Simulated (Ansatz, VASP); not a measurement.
Two plane-wave programs on C

File INCAR:

```
SYSTEM = C
ALGO = Normal ; EDIFF = 1E-7
ENCUT = 520 ; GGA = PE
ISIF = 2 ; ISMEAR = 0
ISPIN = 2 ; LASPH = .TRUE.
LCHARG = .TRUE. ; LELF = .TRUE.
LORBIT = 11 ; LREAL = .FALSE.
LVHAR = .TRUE. ; LWAVE = .FALSE.
MAGMOM = 1 1 1 ; NBANDS = 17
NELM = 150 ; PREC = Accurate
SIGMA = 0.1
```

File KPOINTS:

```
k-points
0
G
  6 6 6
  0 0 0
```

File POSCAR:

```
C
1.0
    0.0000000000      2.1665664221      2.1665664221
    2.1665664221      0.0000000000      2.1665664221
    2.1665664221      2.1665664221      0.0000000000
C
3
Direct
    0.5000000000      0.5000000000      0.5000000000
    0.7500000000      0.7500000000      0.7500000000
    0.2500000000      0.2500000000      0.2500000000
```

Input for Ansatz:

```yaml
crystal:
  lattice:
    - [0.0, 2.1665664221, 2.1665664221]
    - [2.1665664221, 0.0, 2.1665664221]
    - [2.1665664221, 2.1665664221, 0.0]
  atoms:
    - { symbol: C, position: [0.5, 0.5, 0.5], spin: 1.0 }
    - { symbol: C, position: [0.75, 0.75, 0.75], spin: 1.0 }
    - { symbol: C, position: [0.25, 0.25, 0.25], spin: 1.0 }
basis:
  ecutwfc: 420
kpoints:
  mp_grid: { grid: [6, 6, 6] }
hamiltonian:
  xc: pbe
scf:
  occupations: { method: gaussian, width: 0.1 }
  lower_state_search: "off"
output:
  forces: true
  stress: true
  eigenvalues: true
  populations: true
magnetization:
  spin_polarized: true
```

Alike in both runs: task single point; functional PBE; k mesh 6 × 6 × 6; occupations gaussian, width 0.1 eV; collinear spin.

|  | VASP | Ansatz |
| --- | --- | --- |
| version | VASP 6.6.1 | Ansatz 0.2.0 |
| potentials or method | VASP PAW PBE potentials, release 64 (C), cutoff 520 eV | scalar-relativistic, plane waves, PAW |
| valence electrons in the cell | 12 | 12 |

|  | VASP | Ansatz | Ansatz less VASP |
| --- | --- | --- | --- |
| gap on the k mesh at the Fermi level (eV) | none | none | - |
| pressure (GPa) | 5.5 | 5.3 | -0.20 |
| net moment per atom (μB) | 0.00 | 0.00 | 0.000 |

A gap of «none» marks a metal or a gap that the smearing closes. Ansatz's warnings: seeded moment not kept.

The k mesh is coarse, so the values compare programs but aren't converged.
